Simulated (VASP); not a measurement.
# Ni (Fm-3m) in VASP: a series of runs, part 2 of 2

VASP 6.6.1.

## (3) Single point, LDA

The input, INCAR:

```
  PREC = Accurate
  ENCUT = 600
  EDIFF = 1E-6
  ISMEAR = -1
  SIGMA = 0.1
  LREAL = False
  LASPH = True
  NELM = 120
  ALGO = Normal
  ISIF = 2
  LWAVE = False
  LCHARG = False
  NBANDS = 11
  GGA_COMPAT = False
```

The input, KPOINTS:

```
regular mesh
0
Gamma
  15 15 15
```

The input, POSCAR:

```
Ni
1.0
    0.0000000000      1.7725500000      1.7725500000
    1.7725500000      0.0000000000      1.7725500000
    1.7725500000      1.7725500000      0.0000000000
Ni
1
Direct
    0.0000000000      0.0000000000      0.0000000000
```

Potentials or basis: VASP PAW LDA potentials, release 64 (Ni).

Launch:

```console
> cat potpaw_LDA.64/Ni/POTCAR > POTCAR
> mpirun -np 1 vasp_std > vasp.out
```

OUTCAR:

```text
PREC = Accurate
   ENCUT = 600
   EDIFF = 1E-6
   ISMEAR = -1
   LREAL = False
   LASPH = True
   NELM = 120
   ISIF = 2

 ion  position               nearest neighbor table
   1  0.000  0.000  0.000-

  LATTYP: Found a face centered cubic cell.
 ALAT       =     3.5451000000

  Lattice vectors:

 A1 = (   0.0000000000,   1.7725500000,   1.7725500000)
 A2 = (   1.7725500000,   0.0000000000,   1.7725500000)
 A3 = (   1.7725500000,   1.7725500000,   0.0000000000)

Analysis of symmetry for initial positions (statically):
=====================================================================
 Subroutine PRICEL returns:
 Original cell was already a primitive cell.

 Routine SETGRP: Setting up the symmetry group for a
 face centered cubic supercell.

 Subroutine GETGRP returns: Found 48 space group operations
 (whereof 48 operations were pure point group operations)
 out of a pool of 48 trial point group operations.

The static configuration has the point symmetry O_h .

Analysis of symmetry for dynamics (positions and initial velocities):
=====================================================================
 Subroutine PRICEL returns:
 Original cell was already a primitive cell.

 Routine SETGRP: Setting up the symmetry group for a
 face centered cubic supercell.

 Subroutine GETGRP returns: Found 48 space group operations
 (whereof 48 operations were pure point group operations)
 out of a pool of 48 trial point group operations.

The dynamic configuration has the point symmetry O_h .

 Subroutine INISYM returns: Found 48 space group operations
 (whereof 48 operations are pure point group operations),
 and found     1 'primitive' translations

----------------------------------------------------------------------------------------

                                     Primitive cell

  volume of cell :      11.1385

  direct lattice vectors                    reciprocal lattice vectors
[... 105 lines left out ...]
     AMIX_MAG =   1.60;   BMIX_MAG =  1.00
  volume/ion in A,a.u.               =      11.14        75.17
  Fermi-wavevector in a.u.,A,eV,Ry     =   1.579306  2.984456 33.935761  2.494208
  Thomas-Fermi vector in A             =   2.679705
   LORBIT       =      0    0 simple, 1 ext, 2 COOP (PROOUT), +10 PAW based schemes
   GGA     = CA    functional components
   LHFCALC =     F    Hartree Fock is set to
   AEXX    =    0.0000 exact exchange contribution
   IVDW    =     0    specifies the selected vdW correction
   LEPSILON=     F    determine dielectric tensor
   LRPA    =     F    only Hartree local field effects (RPA)
 non-spin polarized calculation
  energy-cutoff  :      600.00
  volume of cell :       11.14
 maximum number of plane-waves:       380
   NGX =  9   NGY =  9   NGZ =  9

 number of electron      10.0000009 magnetization

 Free energy of the ion-electron system (eV)
  ---------------------------------------------------
  ext. energy  EPLUGINS =         0.00000000
  ---------------------------------------------------
  free energy    TOTEN  =        -6.50953423 eV

  energy without entropy =       -6.42157985  energy(sigma->0) =       -6.46555704

 E-fermi :   8.5665     XC(G=0): -13.4726

 val. band max:        8.5662214402   @ k =   0.4667   0.2000   0.0000
 cond. band min:       8.5695075264   @ k =  -0.4000   0.4000   0.1333
 fundamental gap:      0.0032860862
 Fermi energy:         8.5665181855

 k-point     1 :       0.0000    0.0000    0.0000
  band No.  band energies     occupation
      1      -0.1076      2.00000
      2       6.7323      2.00000
      3       6.7323      2.00000
      4       6.7323      2.00000
      5       7.8203      1.99885
      6       7.8203      1.99885
      7      32.2704      0.00000
      8      35.8698      0.00000
      9      35.8698      0.00000
     10      35.8698      0.00000
     11      38.8216      0.00000
[... 309 lines left out ...]
 k-point    24 :       0.2000    0.1333    0.0000
  band No.  band energies     occupation
      1       1.3716      2.00000
      2       6.2632      2.00000
      3       7.0750      2.00000
      4       7.1080      2.00000
      5       7.4808      1.99996
      6       7.9958      1.99338
      7      28.1799      0.00000
      8      30.6270      0.00000
      9      31.2334      0.00000
     10      33.4446      0.00000
     11      37.4715      0.00000

 [... further k-points ...]
[... 5 lines left out ...]
  --------------------------------------------------------------------------------------
  -------------------------------------------------------------------------------------
  Total       -1.4588776     -1.4588776     -1.4588776      0.0000000      0.0000000      0.0000000
  in kB     -209.8475809   -209.8475809   -209.8475809      0.0000000      0.0000000      0.0000000
  external PRESSURE =    -209.8475809 kB  Pullay stress =       0.0000000 kB

 VOLUME and BASIS-vectors are now :
 -----------------------------------------------------------------------------
  energy-cutoff  :      600.00
  volume of cell :       11.14
      direct lattice vectors                 reciprocal lattice vectors
     0.000000000  1.772550000  1.772550000    -0.282079490  0.282079490  0.282079490
     1.772550000  0.000000000  1.772550000     0.282079490 -0.282079490  0.282079490
     1.772550000  1.772550000  0.000000000     0.282079490  0.282079490 -0.282079490

 POSITION                                       TOTAL-FORCE (eV/Angst)
 -----------------------------------------------------------------------------------
      0.00000      0.00000      0.00000         0.000000      0.000000      0.000000
 -----------------------------------------------------------------------------------
    total drift:                                0.000000     -0.000000      0.000000

  FREE ENERGIE OF THE ION-ELECTRON SYSTEM (eV)
  ---------------------------------------------------
  free  energy   TOTEN  =        -6.5095342262 eV

  energy  without entropy=       -6.4215798503  energy(sigma->0) =       -6.46555704
```

It took 12 s on 1 thread of Intel Xeon Platinum 8488C (Sapphire Rapids), shared host; peak memory 0.13 GiB.

What came out:

```
Free energy            : -6.5095 eV
Pressure               : -21.0 GPa
Band gap on the k mesh : zero (band 5 reaches 8.68 eV, above the bottom of band 6 at 7.78 eV)
```

Caveat: the run has no spin polarisation, though such a crystal can be magnetic.

## (4) Single point, LDA

The input, INCAR:

```
PREC = Accurate ; ENCUT = 600
EDIFF = 1E-6 ; ISMEAR = -1
SIGMA = 0.1 ; LREAL = False
LASPH = True ; NELM = 120
ALGO = Normal ; ISIF = 2
LWAVE = False ; LCHARG = True
GGA = CA ; LELF = True
LVHAR = True ; NBANDS = 11
GGA_COMPAT = False
```

KPOINTS is that of step 3.

POSCAR is that of step 3.

Potentials or basis: VASP PAW LDA potentials, release 64 (Ni).

Launch:

```console
> cat potpaw_LDA.64/Ni/POTCAR > POTCAR
> mpirun -np 1 vasp_std > vasp.out
```

OUTCAR:

```text
PREC = Accurate
   ENCUT = 600
   EDIFF = 1E-6
   ISMEAR = -1
   LREAL = False
   LASPH = True
   NELM = 120
   ISIF = 2
   GGA = CA

 ion  position               nearest neighbor table
   1  0.000  0.000  0.000-

  LATTYP: Found a face centered cubic cell.
 ALAT       =     3.5451000000

  Lattice vectors:

 A1 = (   0.0000000000,   1.7725500000,   1.7725500000)
 A2 = (   1.7725500000,   0.0000000000,   1.7725500000)
 A3 = (   1.7725500000,   1.7725500000,   0.0000000000)

Analysis of symmetry for initial positions (statically):
=====================================================================
 Subroutine PRICEL returns:
 Original cell was already a primitive cell.

 Routine SETGRP: Setting up the symmetry group for a
 face centered cubic supercell.

 Subroutine GETGRP returns: Found 48 space group operations
 (whereof 48 operations were pure point group operations)
 out of a pool of 48 trial point group operations.

The static configuration has the point symmetry O_h .

Analysis of symmetry for dynamics (positions and initial velocities):
[... 153 lines left out ...]

  energy without entropy =       -6.42157985  energy(sigma->0) =       -6.46555704

 E-fermi :   8.5665     XC(G=0): -13.4726

 val. band max:        8.5662214402   @ k =   0.4667   0.2000   0.0000
 cond. band min:       8.5695075264   @ k =  -0.4000   0.4000   0.1333
 fundamental gap:      0.0032860862
 Fermi energy:         8.5665181855

 k-point     1 :       0.0000    0.0000    0.0000
  band No.  band energies     occupation
      1      -0.1076      2.00000
      2       6.7323      2.00000
      3       6.7323      2.00000
      4       6.7323      2.00000
      5       7.8203      1.99885
      6       7.8203      1.99885
      7      32.2704      0.00000
      8      35.8698      0.00000
      9      35.8698      0.00000
     10      35.8698      0.00000
     11      38.8216      0.00000
[... 309 lines left out ...]
 k-point    24 :       0.2000    0.1333    0.0000
  band No.  band energies     occupation
      1       1.3716      2.00000
      2       6.2632      2.00000
      3       7.0750      2.00000
      4       7.1080      2.00000
      5       7.4808      1.99996
      6       7.9958      1.99338
      7      28.1799      0.00000
      8      30.6270      0.00000
      9      31.2334      0.00000
     10      33.4446      0.00000
     11      37.4715      0.00000

 [... further k-points ...]
[... 5 lines left out ...]
  --------------------------------------------------------------------------------------
  -------------------------------------------------------------------------------------
  Total       -1.4588776     -1.4588776     -1.4588776      0.0000000      0.0000000      0.0000000
  in kB     -209.8475809   -209.8475809   -209.8475809      0.0000000      0.0000000      0.0000000
  external PRESSURE =    -209.8475809 kB  Pullay stress =       0.0000000 kB

 VOLUME and BASIS-vectors are now :
 -----------------------------------------------------------------------------
  energy-cutoff  :      600.00
  volume of cell :       11.14
      direct lattice vectors                 reciprocal lattice vectors
     0.000000000  1.772550000  1.772550000    -0.282079490  0.282079490  0.282079490
     1.772550000  0.000000000  1.772550000     0.282079490 -0.282079490  0.282079490
     1.772550000  1.772550000  0.000000000     0.282079490  0.282079490 -0.282079490

 POSITION                                       TOTAL-FORCE (eV/Angst)
 -----------------------------------------------------------------------------------
      0.00000      0.00000      0.00000         0.000000      0.000000      0.000000
 -----------------------------------------------------------------------------------
    total drift:                                0.000000     -0.000000      0.000000

  FREE ENERGIE OF THE ION-ELECTRON SYSTEM (eV)
  ---------------------------------------------------
  free  energy   TOTEN  =        -6.5095342262 eV

  energy  without entropy=       -6.4215798503  energy(sigma->0) =       -6.46555704
```

stdout:

```text
POSCAR found type information on POSCAR Ni
 POSCAR found :  1 types and       1 ions
 scaLAPACK will be used
 LDA part: xc-table for (Slater(with rela. corr.)+CA(PZ))
 , standard interpolation
 POSCAR, INCAR and KPOINTS ok, starting setup
 FFT: planning ... GRIDC
 FFT: planning ... GRID_SOFT
 FFT: planning ... GRID
 WAVECAR not read
 entering main loop
```

It took 14 s on 1 thread of Intel Xeon Platinum 8488C (Sapphire Rapids), shared host; peak memory 0.13 GiB.

Results:

```yaml
Free_energy: -6.5095 eV
Pressure: -21.0 GPa
Band_gap_on_the_k_mesh: zero (band 5 reaches 8.68 eV, above the bottom of band 6 at 7.78 eV)
```

Caveat: the run has no spin polarisation, though such a crystal can be magnetic.

## (5) Single point, LDA

The input, INCAR:

```
SYSTEM = Ni
ALGO     = Normal         ! electronic algorithm
EDIFF    = 1E-6           ! SCF threshold, eV
ENCUT    = 600            ! plane-wave cutoff, eV
GGA_COMPAT= .FALSE.      
ISIF     = 2              ! what is computed and relaxed
ISMEAR   = -1             ! smearing method
LASPH    = .TRUE.         ! aspherical terms in the spheres
LCHARG   = .FALSE.        ! write CHGCAR
LREAL    = .FALSE.        ! projectors in reciprocal space
LWAVE    = .FALSE.        ! write WAVECAR
NBANDS   = 11             ! bands
NELM     = 120            ! most SCF steps
PREC     = Accurate       ! precision mode
SIGMA    = 0.1            ! smearing width, eV
```

The input, KPOINTS:

```
k-points
0
G
  15 15 15
  0 0 0
```

POSCAR is that of step 4.

Launch:

```console
> cat potpaw_LDA.64/Ni/POTCAR > POTCAR
> mpirun -np 1 vasp_std > vasp.out
```

Run time: 14 s. Hardware: 1 thread of Intel Xeon Platinum 8488C (Sapphire Rapids), shared host; peak memory 0.13 GiB.

Results (log left out):

```
Free energy            : -6.5095 eV
Pressure               : -21.0 GPa
Band gap on the k mesh : zero (band 5 reaches 8.68 eV, above the bottom of band 6 at 7.78 eV)
```

Levels at points of the mesh, in eV from the Fermi level:
| k point | band 1 | band 2 | band 3 | band 4 | band 5 | band 6 | band 7 | band 8 | band 9 | band 10 |
| --- | --- | --- | --- | --- | --- | --- | --- | --- | --- | --- |
| (0.00, 0.00, 0.00) | -8.67 | -1.83 | -1.83 | -1.83 | -0.75 | -0.75 | 23.70 | 27.30 | 27.30 | 27.30 |

Caveat: the run has no spin polarisation, though such a crystal can be magnetic.

## (6) Single point, LDA

The input, INCAR:

```
SYSTEM = Ni
PREC = Accurate
ENCUT = 600
EDIFF = 1E-6
ISMEAR = -1
SIGMA = 0.1
LREAL = .False.
LASPH = .True.
NELM = 120
ALGO = Normal
ISIF = 2
LWAVE = .False.
LCHARG = .False.
GGA = CA
NBANDS = 11
GGA_COMPAT = .False.
```

The input, KPOINTS:

```
Automatic mesh
0
Gamma
  15 15 15
  0 0 0
```

POSCAR is that of step 5.

Potentials or basis: VASP PAW LDA potentials, release 64 (Ni).

Launch:

```console
> cat potpaw_LDA.64/Ni/POTCAR > POTCAR
> mpirun -np 1 vasp_std > vasp.out
```

Run time: 13 s. Hardware: 1 thread of Intel Xeon Platinum 8488C (Sapphire Rapids), shared host; peak memory 0.13 GiB.

Results (log left out):

| Item | Value |
| --- | --- |
| Free energy | -6.5095 eV |
| Pressure | -21.0 GPa |
| Band gap on the k mesh | zero (band 5 reaches 8.68 eV, above the bottom of band 6 at 7.78 eV) |

Levels at points of the mesh, in eV from the Fermi level:
| k point | band 3 | band 4 | band 5 | band 6 | band 7 | band 8 |
| --- | --- | --- | --- | --- | --- | --- |
| (0.00, 0.00, 0.00) | -1.83 | -1.83 | -0.75 | -0.75 | 23.70 | 27.30 |

Caveat: the run has no spin polarisation, though such a crystal can be magnetic.
